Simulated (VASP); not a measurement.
# AlN (P6_3mc) in VASP: a series of runs, part 2 of 2

VASP 6.6.1. The steps go on from the part before.

**3. Single point, LDA (strain +0.000 along x and y, -0.030 along z)**

Contents of INCAR:

```
ALGO = Normal ; EDIFF = 1E-7
ENCUT = 520 ; ISIF = 2
ISMEAR = 0 ; LASPH = True
LCHARG = True ; LELF = True
LREAL = False ; LVHAR = True
LWAVE = False ; NBANDS = 16
NELM = 100 ; PREC = Accurate
SIGMA = 0.05
```

Contents of KPOINTS:

```
k-points
0
Gamma
  9 9 6
```

Contents of POSCAR:

```
AlN
1.0
    3.1110021516      0.0000000000      0.0000000000
   -1.5555010758      2.6942068945      0.0000000000
    0.0000000000      0.0000000000      4.8286600000
Al N
2 2
Direct
    0.3333333333      0.6666666667      0.0000000000
    0.6666666667      0.3333333333      0.5000000000
    0.3333333333      0.6666666667      0.3850000000
    0.6666666667      0.3333333333      0.8850000000
```

Potentials or basis: VASP PAW LDA potentials, release 64 (Al, N).

Launch:

```console
$ cat potpaw_LDA.64/Al/POTCAR potpaw_LDA.64/N/POTCAR > POTCAR
$ mpirun -np 1 vasp_std > vasp.out
```

OUTCAR:

```text
EDIFF = 1E-7
   ENCUT = 520
   ISIF = 2
   ISMEAR = 0
   LASPH = True
   LREAL = False
   NELM = 100
   PREC = Accurate

 ion  position               nearest neighbor table
   1  0.333  0.667  0.000-   3 1.86   4 1.88   4 1.88   4 1.88   2 3.01   2 3.01   2 3.01   2 3.01
                             2 3.01   2 3.01
   2  0.667  0.333  0.500-   4 1.86   3 1.88   3 1.88   3 1.88   1 3.01   1 3.01   1 3.01   1 3.01
                             1 3.01   1 3.01
   3  0.333  0.667  0.385-   1 1.86   2 1.88   2 1.88   2 1.88
   4  0.667  0.333  0.885-   2 1.86   1 1.88   1 1.88   1 1.88
[... 654 lines left out ...]

 [... further k-points ...]
[... 5 lines left out ...]
  --------------------------------------------------------------------------------------
  -------------------------------------------------------------------------------------
  Total       -0.3052516     -0.3052516      2.3685211      0.0000000      0.0000000     -0.0000000
  in kB      -12.0839978    -12.0839978     93.7626676      0.0000000      0.0000000     -0.0000000
  external PRESSURE =      23.1982240 kB  Pullay stress =       0.0000000 kB

 VOLUME and BASIS-vectors are now :
 -----------------------------------------------------------------------------
  energy-cutoff  :      520.00
  volume of cell :       40.47
      direct lattice vectors                 reciprocal lattice vectors
     3.111002152  0.000000000  0.000000000     0.321439829  0.185583372  0.000000000
    -1.555501076  2.694206895  0.000000000     0.000000000  0.371166744  0.000000000
     0.000000000  0.000000000  4.828660000     0.000000000  0.000000000  0.207096793

 POSITION                                       TOTAL-FORCE (eV/Angst)
 -----------------------------------------------------------------------------------
     -0.00000      1.79614      0.00000        -0.000000     -0.000000     -0.243263
      1.55550      0.89807      2.41433         0.000000     -0.000000     -0.243263
     -0.00000      1.79614      1.85903         0.000000      0.000000      0.243263
      1.55550      0.89807      4.27336        -0.000000     -0.000000      0.243263
 -----------------------------------------------------------------------------------
    total drift:                               -0.000000      0.000000     -0.000110

  FREE ENERGIE OF THE ION-ELECTRON SYSTEM (eV)
  ---------------------------------------------------
  free  energy   TOTEN  =       -32.8134916845 eV

  energy  without entropy=      -32.8134916845  energy(sigma->0) =      -32.81349168
```

OSZICAR:

```text
N       E                     dE             d eps       ncg     rms          rms(c)
DAV:   1     0.365239149982E+02    0.36524E+02   -0.74633E+03  1536   0.901E+02
DAV:   2    -0.349154771037E+02   -0.71439E+02   -0.66085E+02  2120   0.177E+02
DAV:   3    -0.379862421757E+02   -0.30708E+01   -0.30624E+01  1888   0.380E+01
DAV:   4    -0.380012741971E+02   -0.15032E-01   -0.15031E-01  1912   0.317E+00
DAV:   5    -0.380014220650E+02   -0.14787E-03   -0.14787E-03  1896   0.308E-01    0.124E+01
DAV:   6    -0.329336158469E+02    0.50678E+01   -0.11369E+01  1616   0.242E+01    0.440E+00
DAV:   7    -0.328749983110E+02    0.58618E-01   -0.52039E-01  1880   0.477E+00    0.285E+00
DAV:   8    -0.328161969580E+02    0.58801E-01   -0.68725E-02  1608   0.220E+00    0.338E-01
DAV:   9    -0.328133936748E+02    0.28033E-02   -0.55017E-03  1856   0.537E-01    0.218E-01
DAV:  10    -0.328135419478E+02   -0.14827E-03   -0.58682E-04  1744   0.156E-01    0.110E-01
DAV:  11    -0.328134919401E+02    0.50008E-04   -0.91623E-05  1728   0.714E-02    0.179E-02
DAV:  12    -0.328134917981E+02    0.14207E-06   -0.17722E-06  1952   0.984E-03    0.621E-03
DAV:  13    -0.328134916714E+02    0.12669E-06   -0.48757E-07  1816   0.524E-03    0.886E-04
DAV:  14    -0.328134916845E+02   -0.13135E-07   -0.13980E-08   848   0.891E-04
   1 F= -.32813492E+02 E0= -.32813492E+02  d E =-.911707E-14
```

stdout:

```text
POSCAR found type information on POSCAR AlN
 POSCAR found :  2 types and       4 ions
 scaLAPACK will be used
 LDA part: xc-table for (Slater(with rela. corr.)+CA(PZ))
 , standard interpolation
 POSCAR, INCAR and KPOINTS ok, starting setup
 FFT: planning ... GRIDC
 FFT: planning ... GRID_SOFT
 FFT: planning ... GRID
 WAVECAR not read
 entering main loop
```

Run time: 39 s. Hardware: 1 thread of AMD EPYC 7R13, shared host; peak memory 0.12 GiB.

What came out:

```
Free energy            : -32.8135 eV
Pressure               : 2.3 GPa
Largest force          : 0.243 eV/Å
Band gap on the k mesh : 4.37 eV, direct
```

Forces in eV/Å, atoms in the order of the input:
```
Al   0.000  0.000 -0.243
Al   0.000  0.000 -0.243
N    0.000  0.000  0.243
N    0.000  0.000  0.243
```

Levels at points of the mesh, in eV from the valence-band top:
```
           k point  band 4  band 5  band 6  band 7  band 8  band 9  band 10  band 11  band 12  band 13
(0.00, 0.00, 0.00)   -1.18   -1.18   -0.43   -0.43    0.00    4.37     6.38    10.72    10.72    10.77
(0.00, 0.00, 0.50)   -3.38   -0.82   -0.82   -0.82   -0.82    6.43     6.43    10.39    10.39    11.05
```

Caveat: the cell differs from its parent crystal (strain +0.000 along x and y, -0.030 along z). A k mesh can miss the band edges.

**4. Single point, LDA (strain -0.015 along x and y, +0.000 along z)**

Contents of INCAR:

```
SYSTEM = AlN
ALGO     = Normal         ! electronic algorithm
EDIFF    = 1E-6           ! SCF threshold, eV
ENCUT    = 520            ! plane-wave cutoff, eV
ISIF     = 2              ! what is computed and relaxed
ISMEAR   = 0              ! smearing method
LASPH    = .TRUE.         ! aspherical terms in the spheres
LCHARG   = .FALSE.        ! write CHGCAR
LREAL    = .FALSE.        ! projectors in reciprocal space
LWAVE    = .FALSE.        ! write WAVECAR
NBANDS   = 16             ! bands
NELM     = 80             ! most SCF steps
PREC     = Accurate       ! precision mode
SIGMA    = 0.05           ! smearing width, eV
```

Contents of KPOINTS:

```
k-points
0
G
  9 9 6
  0 0 0
```

Contents of POSCAR:

```
AlN
1.0
    3.0643371193      0.0000000000      0.0000000000
   -1.5321685597      2.6537937911      0.0000000000
    0.0000000000      0.0000000000      4.9780000000
Al N
2 2
Direct
    0.3333333333      0.6666666667      0.0000000000
    0.6666666667      0.3333333333      0.5000000000
    0.3333333333      0.6666666667      0.3850000000
    0.6666666667      0.3333333333      0.8850000000
```

Launch:

```console
$ cat potpaw_LDA.64/Al/POTCAR potpaw_LDA.64/N/POTCAR > POTCAR
$ mpirun -np 1 vasp_std > vasp.out
```

It took 39 s on 1 thread of AMD EPYC 7R13, shared host; peak memory 0.12 GiB.

Results (log left out):

```
Free energy            : -32.8204 eV
Pressure               : 2.8 GPa
Largest force          : 0.367 eV/Å
Band gap on the k mesh : 4.49 eV, direct
```

Forces on the atoms (eV/Å):
```
Al   0.000  0.000  0.367
Al   0.000  0.000  0.367
N    0.000  0.000 -0.367
N    0.000  0.000 -0.367
```

Stress tensor (GPa, compression positive):
```
 5.73  0.00  0.00
 0.00  5.73  0.00
 0.00  0.00 -2.94
```

Levels at points of the mesh, in eV from the valence-band top:
```
           k point  band 4  band 5  band 6  band 7  band 8  band 9  band 10  band 11  band 12  band 13
(0.00, 0.00, 0.00)   -0.85   -0.85   -0.23   -0.23    0.00    4.49     6.98    10.69    11.30    11.30
(0.00, 0.00, 0.50)   -3.43   -0.55   -0.55   -0.55   -0.55    6.77     6.77    10.34    10.34    11.63
```

Caveat: the cell differs from its parent crystal (strain -0.015 along x and y, +0.000 along z).

**5. Single point, LDA (strain +0.000 along x and y, -0.015 along z)**

Contents of INCAR:

```
  ALGO = Normal
  EDIFF = 1E-7
  ENCUT = 520
  ISIF = 2
  ISMEAR = 0
  LASPH = True
  LCHARG = True
  LELF = True
  LREAL = False
  LVHAR = True
  LWAVE = False
  NBANDS = 16
  NELM = 100
  PREC = Accurate
  SIGMA = 0.05
```

Contents of KPOINTS:

```
k-points
0
Gamma
  9 9 6
```

Contents of POSCAR:

```
AlN
1.0
    3.1110021516      0.0000000000      0.0000000000
   -1.5555010758      2.6942068945      0.0000000000
    0.0000000000      0.0000000000      4.9033300000
Al N
2 2
Direct
    0.3333333333      0.6666666667      0.0000000000
    0.6666666667      0.3333333333      0.5000000000
    0.3333333333      0.6666666667      0.3850000000
    0.6666666667      0.3333333333      0.8850000000
```

Launch:

```console
$ cat potpaw_LDA.64/Al/POTCAR potpaw_LDA.64/N/POTCAR > POTCAR
$ mpirun -np 1 vasp_std > vasp.out
```

Wall time 40 s (1 thread of AMD EPYC 7R13, shared host); peak memory 0.12 GiB.

The run converged. Its results:

```
Free energy            : -32.8355 eV
Pressure               : -0.9 GPa
Band gap on the k mesh : 4.28 eV, direct
```

Stress tensor (GPa, compression positive):
```
-2.28  0.00  0.00
 0.00 -2.28  0.00
 0.00  0.00  1.86
```

Levels at points of the mesh, in eV from the valence-band top:
```
           k point  band 4  band 5  band 6  band 7  band 8  band 9  band 10  band 11  band 12  band 13
(0.00, 0.00, 0.00)   -1.07   -1.07   -0.36   -0.36    0.00    4.28     6.44    10.62    10.81    10.81
(0.00, 0.00, 0.50)   -3.37   -0.72   -0.72   -0.72   -0.72    6.41     6.41    10.24    10.24    11.13
```

Caveat: the cell differs from its parent crystal (strain +0.000 along x and y, -0.015 along z). A k mesh can miss the band edges.

**6. Single point, LDA (strain -0.015 along x and y, +0.015 along z)**

Contents of INCAR:

```
PREC = Accurate ; ENCUT = 520
EDIFF = 1E-6 ; ISMEAR = 0
SIGMA = 0.05 ; LREAL = False
LASPH = True ; NELM = 60
ALGO = Normal ; ISIF = 2
LWAVE = False ; LCHARG = False
GGA = CA ; NBANDS = 16
```

Contents of KPOINTS:

```
regular mesh
0
Gamma
  9 9 6
```

Contents of POSCAR:

```
AlN
1.0
    3.0643371193      0.0000000000      0.0000000000
   -1.5321685597      2.6537937911      0.0000000000
    0.0000000000      0.0000000000      5.0526700000
Al N
2 2
Direct
    0.3333333333      0.6666666667      0.0000000000
    0.6666666667      0.3333333333      0.5000000000
    0.3333333333      0.6666666667      0.3850000000
    0.6666666667      0.3333333333      0.8850000000
```

Potentials or basis: VASP PAW LDA potentials, release 64 (Al, N).

Launch:

```console
$ cat potpaw_LDA.64/Al/POTCAR potpaw_LDA.64/N/POTCAR > POTCAR
$ mpirun -np 1 vasp_std > vasp.out
```

Wall time 37 s (1 thread of AMD EPYC 7R13, shared host); peak memory 0.12 GiB.

Results (log left out):

| Item | Value |
| --- | --- |
| Free energy | -32.7976 eV |
| Pressure | 0.0 GPa |
| Largest force | 0.494 eV/Å |
| Band gap on the k mesh | 4.39 eV, direct |

Forces on the atoms (eV/Å):
```
Al   0.000  0.000  0.494
Al   0.000  0.000  0.494
N    0.000  0.000 -0.494
N    0.000  0.000 -0.494
```

Stress tensor (GPa, compression positive):
```
 4.65  0.00  0.00
 0.00  4.65  0.00
 0.00  0.00 -9.18
```

Levels at points of the mesh, in eV from the valence-band top:
```csv
k point,band 5,band 6,band 7,band 8,band 9,band 10,band 11,band 12
"(0.00, 0.00, 0.00)",-0.73,-0.15,-0.15,0.00,4.39,7.05,10.55,11.39
"(0.00, 0.00, 0.50)",-0.45,-0.45,-0.45,-0.45,6.75,6.75,10.21,10.21
```

Caveat: the cell differs from its parent crystal (strain -0.015 along x and y, +0.015 along z). A k mesh can miss the band edges.

**7. Single point, LDA (strain -0.015 along x and y, +0.030 along z)**

Contents of INCAR:

```
SYSTEM = AlN
  PREC = Accurate
  ENCUT = 520
  EDIFF = 1E-6
  ISMEAR = 0
  SIGMA = 0.05
  LREAL = .FALSE.
  LASPH = .TRUE.
  NELM = 80
  ALGO = Normal
  ISIF = 2
  LWAVE = .FALSE.
  LCHARG = .TRUE.
  LELF = .TRUE.
  LVHAR = .TRUE.
  NBANDS = 16
```

Contents of KPOINTS:

```
Automatic mesh
0
G
  9 9 6
  0 0 0
```

Edit POSCAR of step 6 so:

```diff
@@ -4,3 +4,3 @@
    -1.5321685597      2.6537937911      0.0000000000
-    0.0000000000      0.0000000000      5.0526700000
+    0.0000000000      0.0000000000      5.1273400000
 Al N
```

Launch:

```console
$ cat potpaw_LDA.64/Al/POTCAR potpaw_LDA.64/N/POTCAR > POTCAR
$ mpirun -np 1 vasp_std > vasp.out
```

Wall time 41 s (1 thread of AMD EPYC 7R13, shared host); peak memory 0.12 GiB.

It converged, with:

| Item | Value |
| --- | --- |
| Free energy | -32.7526 eV |
| Pressure | -2.5 GPa |
| Largest force | 0.576 eV/Å |
| Band gap on the k mesh | 4.28 eV, direct |

Forces in eV/Å, atoms in the order of the input:
```
Al   0.000  0.000  0.576
Al   0.000  0.000  0.576
N    0.000  0.000 -0.576
N    0.000  0.000 -0.576
```

Stress tensor (GPa, compression positive):
```
  3.67   0.00   0.00
  0.00   3.67   0.00
  0.00   0.00 -14.71
```

Levels at points of the mesh, in eV from the valence-band top:
```
           k point  band 6  band 7  band 8  band 9  band 10  band 11
(0.00, 0.00, 0.00)   -0.08   -0.08    0.00    4.28     7.12    10.41
(0.00, 0.00, 0.50)   -0.35   -0.35   -0.35    6.73     6.73    10.09
```

Caveat: the cell differs from its parent crystal (strain -0.015 along x and y, +0.030 along z).

**8. Overview**

| cell | gap on the mesh (eV) | pressure (GPa) | largest force (eV/Å) |
| --- | --- | --- | --- |
| a = 3.018, b = 3.018, c = 5.127 Å, angles 90.0, 90.0, 120.0°, 4 atoms | 4.55 | 4.8 | 0.78 |
| a = 3.111, b = 3.111, c = 4.829 Å, angles 90.0, 90.0, 120.0°, 4 atoms | 4.37 | 2.3 | 0.24 |
| a = 3.064, b = 3.064, c = 4.978 Å, angles 90.0, 90.0, 120.0°, 4 atoms | 4.49 | 2.8 | 0.37 |
| a = 3.111, b = 3.111, c = 4.903 Å, angles 90.0, 90.0, 120.0°, 4 atoms | 4.28 | -0.9 | - |
| a = 3.064, b = 3.064, c = 5.053 Å, angles 90.0, 90.0, 120.0°, 4 atoms | 4.39 | 0.0 | 0.49 |
| a = 3.064, b = 3.064, c = 5.127 Å, angles 90.0, 90.0, 120.0°, 4 atoms | 4.28 | -2.5 | 0.58 |

Alike in all rows: task single point; level LDA; potentials or basis VASP PAW LDA potentials, release 64 (Al, N); no spin polarisation; k mesh 9 × 9 × 6; cutoff (eV) 520; smearing gaussian 0.05 eV.

Absolute energies hang on the potentials; compare differences alone.
